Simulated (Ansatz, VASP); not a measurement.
Two plane-wave programs on Li4SO

```
Li S O
1.0
     1.84329    1.06422    5.81925
    -1.84329    1.06422    5.81925
     0.00000   -2.12845    5.81925
Li S O
4 1 1
Direct
  0.61145 0.61145 0.61145
  0.13649 0.13649 0.13649
  0.86351 0.86351 0.86351
  0.38855 0.38855 0.38855
  0.00000 0.00000 0.00000
  0.50000 0.50000 0.50000
```

Alike in both runs: functional PBEsol; k mesh 9 × 9 × 9; no spin polarisation.

Ansatz relaxed the structure, and its values are those at the end. VASP's run is a single point on that final structure, the one shown.

```csv
,VASP,Ansatz
version,VASP 6.6.1,Ansatz 0.2.0
potentials or method,"VASP PAW PBE potentials, release 64 (Li_sv, S, O), cutoff 520 eV","scalar-relativistic, plane waves, PAW"
occupations,"gaussian, width 0.01 eV",fixed
valence electrons in the cell,24,24
```

Ansatz gave:

- gap on the k mesh at the Fermi level (eV): 2.96
- least direct gap on the mesh (eV): 3.20
- rms of the force components (eV/Å): 0.000

**Question.** Estimate VASP's values.

**Answer.** gap on the k mesh at the Fermi level (eV): 2.96; least direct gap on the mesh (eV): 3.21; rms of the force components (eV/Å): 0.004.

VASP's potentials were made for PBE, not for PBEsol.

Noted on VASP's run: the cutoff is under 1.25 times that of the potentials, so the pressure is a little rough.
